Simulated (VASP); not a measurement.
ZnO (zincite): single point with PBE

The system is ZnO (zincite).

```
CELL_PARAMETERS angstrom
3.24931 0.00000 0.00000
-1.62465 2.81398 0.00000
0.00000 0.00000 5.20571
ATOMIC_POSITIONS crystal
Zn 0.66667 0.33333 0.00000
Zn 0.33333 0.66667 0.50000
O 0.33333 0.66667 0.87901
O 0.66667 0.33333 0.37901
```

```
Program                : VASP 6.6.1
Task                   : single point
Functional             : PBE
Potentials or basis    : VASP PAW PBE potentials, release 64 (Zn, O_h)
Cutoff                 : 910 eV
k mesh                 : 5 × 5 × 3
Occupations            : fermi-dirac, width 0.05 eV
Spin                   : no spin polarisation
Dipole correction      : no
Second run             : hard_potentials
Further INCAR settings : ALGO = Normal; EDIFF = 1e-06; NBANDS = 26
```

```
Pressure               : 5.7 GPa
Largest force          : 0.073 eV/Å
Band gap on the k mesh : 0.79 eV, direct
```

Forces in eV/Å, atoms in the order of the input:
```
Zn   0.000  0.000 -0.073
Zn   0.000  0.000 -0.073
O    0.000  0.000  0.073
O    0.000  0.000  0.073
```

Stress tensor (GPa, compression positive):
```
5.09 0.00 0.00
0.00 5.09 0.00
0.00 0.00 6.78
```

Levels at points of the mesh, in eV from the valence-band top:
| k point | band 14 | band 15 | band 16 | band 17 | band 18 | band 19 | band 20 | band 21 | band 22 | band 23 |
| --- | --- | --- | --- | --- | --- | --- | --- | --- | --- | --- |
| (0.00, 0.00, 0.00) | -0.81 | -0.81 | -0.07 | 0.00 | 0.00 | 0.79 | 5.21 | 8.26 | 12.85 | 12.85 |

Run time: 13 s on 1 thread of Intel(R) Xeon(R) 6975P-C (Granite Rapids), on a shared host, peak memory 0.22 GiB.

Caveat: the k points lie up to 0.45 Å⁻¹ apart; the cutoff is under 1.25 times the usual one of these potentials, so pressure, stress and relaxed cells hold a basis-set (Pulay) error. PBE gaps usually lie below the measured ones, often by a third to a half.
